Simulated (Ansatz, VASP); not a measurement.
# Ag in VASP and in Ansatz

```xyz
1
Lattice="0.0000 2.0267 2.0267 2.0267 0.0000 2.0267 2.0267 2.0267 0.0000" Properties=species:S:1:pos:R:3 pbc="T T T"
Ag    0.0000    0.0000    0.0000
```

Alike in both runs: functional PBEsol; k mesh 24 × 24 × 24; occupations gaussian, width 0.1 eV; no spin polarisation.

Ansatz relaxed the structure, and its values are those at the end. VASP's run is a single point on that final structure, the one shown.

|  | VASP | Ansatz |
| --- | --- | --- |
| version | VASP 6.6.1 | Ansatz 0.2.0 |
| potentials or method | VASP PAW PBE potentials, release 64 (Ag) | scalar-relativistic, plane waves, PAW |
| plane-wave cutoff (eV) | 520 | 420 |
| valence electrons in the cell | 11 | 19 |

```tsv
	VASP	Ansatz	Ansatz less VASP
gap on the k mesh at the Fermi level (eV)	none	none	-
pressure (GPa)	-0.1	0.0	+0.11
```

VASP's potentials were made for PBE, not for PBEsol. A gap of «none» marks a metal or a gap that the smearing closes. VASP's potentials hold 11 valence electrons a cell and Ansatz's 19, so a difference there can come from the potentials and not from the codes.
